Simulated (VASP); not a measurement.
# TiB2 (P-1) in VASP: electric field gradients with PBEsol

Aim: the electric field gradients of TiB2 with PBEsol.

All numbers are computed with VASP 6.6.1; they aren't measurements. Logs are shortened: lines on timing, memory, paths and dates and some standing lists are left out, and cuts for length are marked.

### 1 The cell of the first run

The typed cell holds 3 atoms: a = 3.030 Å, b = 2.990 Å, c = 3.229 Å, α = 89.36°, β = 88.27°, γ = 118.70°.

### 2 Electric field gradients, PBEsol (equal xy, yz and zx shear strains of +3 %)

Contents of INCAR:

```
ALGO = Normal
EDIFF = 1E-8
ENCUT = 520
GGA = PS
ISIF = 2
ISMEAR = -1
LASPH = T
LCHARG = F
LEFG = T
LREAL = F
LWAVE = F
NBANDS = 16
NELM = 100
PREC = Accurate
SIGMA = 0.08
```

Contents of KPOINTS:

```
k-points
0
Gamma
  15 15 13
```

Contents of POSCAR:

```
TiB2
1.0
    3.0291982016      0.0454379730      0.0454379730
   -1.4752486619      2.6006436092      0.0166314524
    0.0484260000      0.0484260000      3.2284000000
Ti B
1 2
Direct
    0.0000000000      0.0000000000      0.0000000000
    0.3333333333      0.6666666667      0.5000000000
    0.6666666667      0.3333333333      0.5000000000
```

Potentials or basis: VASP PAW PBE potentials, release 64 (Ti_sv, B).

Command:

```
$ cat potpaw_PBE.64/Ti_sv/POTCAR potpaw_PBE.64/B/POTCAR > POTCAR
$ mpirun -np 1 vasp_std > vasp.out
```

OUTCAR:

```text
EDIFF = 1E-8
   ENCUT = 520
   GGA = PS
   ISIF = 2
   ISMEAR = -1
   LASPH = T
   LREAL = F
   NELM = 100
   PREC = Accurate

 ion  position               nearest neighbor table
   1  0.000  0.000  0.000-   2 2.34   3 2.34   3 2.35   2 2.35   3 2.35   2 2.35   2 2.38   3 2.38
                             3 2.42   2 2.42   3 2.45   2 2.45
   2  0.333  0.667  0.500-   3 1.73   3 1.75   3 1.77   1 2.34   1 2.35   1 2.35   1 2.38   1 2.42
                             1 2.45
   3  0.667  0.333  0.500-   2 1.73   2 1.75   2 1.77   1 2.34   1 2.35   1 2.35   1 2.38   1 2.42
                             1 2.45

  LATTYP: Found a triclinic cell.
 ALAT       =     5.2479055718
 B/A-ratio  =     0.5697473580
 C/A-ratio  =     0.6153171516
 COS(alpha) =     0.0112057054
 COS(beta)  =     0.0302114049
 COS(gamma) =     0.8622746762

  Lattice vectors:

 A1 = (   0.0787008778,   5.2467251914,   0.0787008778)
 A2 = (  -1.4752486619,   2.6006436092,   0.0166314524)
 A3 = (   0.0484260000,   0.0484260000,   3.2284000000)

Analysis of symmetry for initial positions (statically):
=====================================================================
 Subroutine PRICEL returns:
 Original cell was already a primitive cell.

 Routine SETGRP: Setting up the symmetry group for a
 triclinic supercell.

 Subroutine GETGRP returns: Found  2 space group operations
 (whereof  2 operations were pure point group operations)
 out of a pool of  2 trial point group operations.

The static configuration has the point symmetry S_2 .

Analysis of symmetry for dynamics (positions and initial velocities):
=====================================================================
 Subroutine PRICEL returns:
 Original cell was already a primitive cell.

 Routine SETGRP: Setting up the symmetry group for a
 triclinic supercell.

 Subroutine GETGRP returns: Found  2 space group operations
 (whereof  2 operations were pure point group operations)
 out of a pool of  2 trial point group operations.

The dynamic configuration has the point symmetry S_2 .

 Subroutine INISYM returns: Found  2 space group operations
 (whereof  2 operations are pure point group operations),
 and found     1 'primitive' translations

----------------------------------------------------------------------------------------

                                     Primitive cell

  volume of cell :      25.6379

  direct lattice vectors                    reciprocal lattice vectors
     3.029198202  0.045437973  0.045437973     0.327448858  0.185798826 -0.007698715
    -1.475248662  2.600643609  0.016631452    -0.005635851  0.381359233 -0.005635851
     0.048426000  0.048426000  3.228400000    -0.004579631 -0.004579631  0.309888349

  length of vectors
     3.029879695  2.989980335  3.229126308     0.376567695  0.381442512  0.309956021

  position of ions in fractional coordinates (direct lattice)
     0.000000000  0.000000000  0.000000000
     0.333333333  0.666666667  0.500000000
     0.666666667  0.333333333  0.500000000

  ion indices of the primitive-cell ions
   primitive index   ion index
                 1           1
                 2           2
                 3           3

----------------------------------------------------------------------------------------

 KPOINTS: k-points

Automatic generation of k-mesh.
 Grid dimensions read from file:
 generate k-points for:   15   15   13

 Generating k-lattice:

  Cartesian coordinates                     Fractional coordinates (reciprocal lattice)
     0.021829924  0.012386588 -0.000513248     0.066666667 -0.000000000  0.000000000
    -0.000375723  0.025423949 -0.000375723    -0.000000000  0.066666667  0.000000000
[... 41 lines left out ...]
   number of dos      NEDOS =    301   number of ions     NIONS =      3
   total plane-waves  NPLWV =  13824
   dimension x,y,z NGX =    24 NGY =   24 NGZ =   24
   dimension x,y,z NGXF=    48 NGYF=   48 NGZF=   48
   ions per type =               1   2
   NGX,Y,Z   is equivalent  to a cutoff of  13.17, 13.34, 12.36 a.u.
   NGXF,Y,Z  is equivalent  to a cutoff of  26.34, 26.69, 24.71 a.u.
 SYSTEM =  unknown system
   PREC   = accura    normal or accurate (medium, high low for compatibility)
   ISTART =      0    job   : 0-new  1-cont  2-samecut
   ICHARG =      2    charge: 1-file 2-atom 10-const
   ISPIN  =      1    spin polarized calculation?
   LNONCOLLINEAR =      F non collinear calculations
   LSORBIT =      F    spin-orbit coupling
   LASPH  =      T    aspherical Exc in radial PAW
   ENCUT  =  520.0 eV  38.22 Ry    6.18 a.u.   5.63  5.56  6.00*2*pi/ulx,y,z
   NELM   =    100;   NELMIN=  2; NELMDL= -5     # of ELM steps
   EDIFF  = 0.1E-07   stopping-criterion for ELM
   LREAL  =      F    real-space projection
   EDIFFG = 0.1E-06   stopping-criterion for IOM
   NSW    =      0    number of steps for IOM
   IBRION =     -1    ionic relax: 0-MD 1-quasi-New 2-CG
   NFREE  =      0    steps in history (QN), initial steepest desc. (CG)
   ISIF   =      2    stress and relaxation
   ISYM   =      2    0-nonsym 1-usesym 2-fastsym
   POTIM  = 0.5000    time-step for ionic-motion
   TEBEG  =    0.0;   TEEND  =   0.0 temperature during run
   PSTRESS=    0.0 pullay stress
   NELECT =      18.0000    total number of electrons
   NUPDOWN=      -1.0000    fix difference up-down
   EMIN   =  10.00;   EMAX   =-10.00  energy-range for DOS
   EFERMI =   0.00;   METHOD = LEGACY
   ISMEAR =    -1;   SIGMA  =   0.08  broadening in eV -4-tet -1-fermi 0-gaus
   EFERMI_NEDOS =   21; number of points for ismear=-14 and -15
   IALGO  =     38    algorithm
   IMIX   =      4    mixing-type and parameters
     AMIX     =   0.40;   BMIX     =  1.00
     AMIX_MAG =   1.60;   BMIX_MAG =  1.00
  volume/ion in A,a.u.               =       8.55        57.67
  Fermi-wavevector in a.u.,A,eV,Ry     =   1.455028  2.749604 28.804978  2.117106
  Thomas-Fermi vector in A             =   2.572110
   LORBIT       =      0    0 simple, 1 ext, 2 COOP (PROOUT), +10 PAW based schemes
   GGA     = PS    functional components
   LHFCALC =     F    Hartree Fock is set to
   AEXX    =    0.0000 exact exchange contribution
   IVDW    =     0    specifies the selected vdW correction
   LEPSILON=     F    determine dielectric tensor
   LRPA    =     F    only Hartree local field effects (RPA)
 non-spin polarized calculation
  energy-cutoff  :      520.00
  volume of cell :       25.64
 maximum number of plane-waves:       704
   NGX = 11   NGY = 11   NGZ = 11

 number of electron      18.0000000 magnetization

 Free energy of the ion-electron system (eV)
  ---------------------------------------------------
  ext. energy  EPLUGINS =         0.00000000
  ---------------------------------------------------
  free energy    TOTEN  =       -25.73112850 eV

  energy without entropy =      -25.72311116  energy(sigma->0) =      -25.72711983

 E-fermi :   9.9127     XC(G=0): -12.8736

 val. band max:        9.9066721752   @ k =   0.0667   0.0667   0.3077
 cond. band min:       9.9208777162   @ k =  -0.2000   0.4000   0.1538
 fundamental gap:      0.0142055410
 Fermi energy:         9.9126570738

 k-point     1 :       0.0000    0.0000    0.0000
  band No.  band energies     occupation
      1     -46.7800      2.00000
      2     -23.2430      2.00000
      3     -22.9404      2.00000
      4     -22.8952      2.00000
      5      -3.5578      2.00000
      6       7.1707      2.00000
[... 433 lines left out ...]
      3     -22.9925      2.00000
      4     -22.9293      2.00000
      5      -3.2172      2.00000
      6       6.3906      2.00000
[... 8 lines left out ...]
     15      17.2870      0.00000
     16      18.1433      0.00000

 [... further k-points ...]

------------------------ aborting loop because EDIFF is reached ----------------------------------------

  FORCE on cell =-STRESS in cart. coord.  units (eV):
  Direction    XX          YY          ZZ          XY          YZ          ZX
  --------------------------------------------------------------------------------------
  -------------------------------------------------------------------------------------
  Total       -0.4826648     -0.5018096     -0.9321966     -1.3647641     -1.1845729     -1.1859081
  in kB      -30.1629056    -31.3593087    -58.2552504    -85.2874502    -74.0268618    -74.1103038
  external PRESSURE =     -39.9258216 kB  Pullay stress =       0.0000000 kB

 VOLUME and BASIS-vectors are now :
 -----------------------------------------------------------------------------
  energy-cutoff  :      520.00
  volume of cell :       25.64
      direct lattice vectors                 reciprocal lattice vectors
     3.029198202  0.045437973  0.045437973     0.327448858  0.185798826 -0.007698715
    -1.475248662  2.600643609  0.016631452    -0.005635851  0.381359233 -0.005635851
     0.048426000  0.048426000  3.228400000    -0.004579631 -0.004579631  0.309888349

 POSITION                                       TOTAL-FORCE (eV/Angst)
 -----------------------------------------------------------------------------------
      0.00000      0.00000      0.00000        -0.000000     -0.000000      0.000000
      0.05045      1.77312      1.64043        -0.121431      0.012584     -0.008592
      1.55193      0.92139      1.65004         0.121431     -0.012584      0.008592
 -----------------------------------------------------------------------------------
    total drift:                               -0.000000      0.000000      0.000000

  FREE ENERGIE OF THE ION-ELECTRON SYSTEM (eV)
  ---------------------------------------------------
  free  energy   TOTEN  =       -25.7311285009 eV

  energy  without entropy=      -25.7231111627  energy(sigma->0) =      -25.72711983

 Electric field gradients (V/A^2)
---------------------------------------------------------------------
 ion       V_xx      V_yy      V_zz      V_xy      V_xz      V_yz
---------------------------------------------------------------------
   1      -9.188    -9.130    18.318     8.055    14.809    14.821
   2      -2.353    -2.281     4.634     1.388     1.066     1.068
   3      -2.353    -2.281     4.634     1.388     1.066     1.068
---------------------------------------------------------------------

 Electric field gradients after diagonalization (V/A^2)
 (convention: |V_zz| > |V_xx| > |V_yy|)
----------------------------------------------------------------------
 ion       V_xx      V_yy      V_zz     asymmetry (V_yy - V_xx)/ V_zz
----------------------------------------------------------------------
   1     -17.214   -14.486    31.700       0.086
   2      -3.706    -1.312     5.017       0.477
   3      -3.706    -1.312     5.017       0.477
----------------------------------------------------------------------

           NMR quadrupolar parameters

 Cq : quadrupolar parameter    Cq=e*Q*V_zz/h
 eta: asymmetry parameters     (V_yy - V_xx)/ V_zz
 Q  : nuclear electric quadrupole moment in mb (millibarn)
----------------------------------------------------------------------
 ion       Cq(MHz)       eta       Q (mb)
----------------------------------------------------------------------
   1       0.077       0.086       1.000
   2       0.012       0.477       1.000
   3       0.012       0.477       1.000
----------------------------------------------------------------------
```

Run time: 14 min. Hardware: 1 thread of Intel Xeon 8259CL, shared host; peak memory 0.64 GiB.

Results:

```yaml
Free_energy: -25.7311 eV
Pressure: -4.0 GPa
Largest_force: 0.122 eV/Å
Band_gap_on_the_k_mesh: zero (bands 9 and 10 overlap by 0.38 eV)
Largest_electric_field_gradient_by_atom: Ti +31.7; B +5.0 V/Å²
```

Forces on the atoms (eV/Å):
```
Ti   0.000  0.000  0.000
B   -0.121  0.013 -0.009
B    0.121 -0.013  0.009
```

Levels at points of the mesh, in eV from the Fermi level:
```
           k point  band 6  band 7  band 8  band 9  band 10  band 11  band 12  band 13
(0.00, 0.00, 0.00)   -2.74   -2.47   -2.29   -2.13     1.81     1.90     3.65     3.78
```

Electric field gradients, principal values (V/Å²):
```tsv
atom	least	middle	greatest (by size)
1 Ti	-14.486	-17.214	31.700
2 B	-1.312	-3.706	5.017
3 B	-1.312	-3.706	5.017
```

Caveat: the cell differs from its parent crystal (equal xy, yz and zx shear strains of +3 %); the cell stands under tension; without QUAD_EFG the Cq values of the log hold for a quadrupole moment of 1 mb, not for the nuclei; the PAW data sets were made with another functional, which shifts forces and pressure a little.
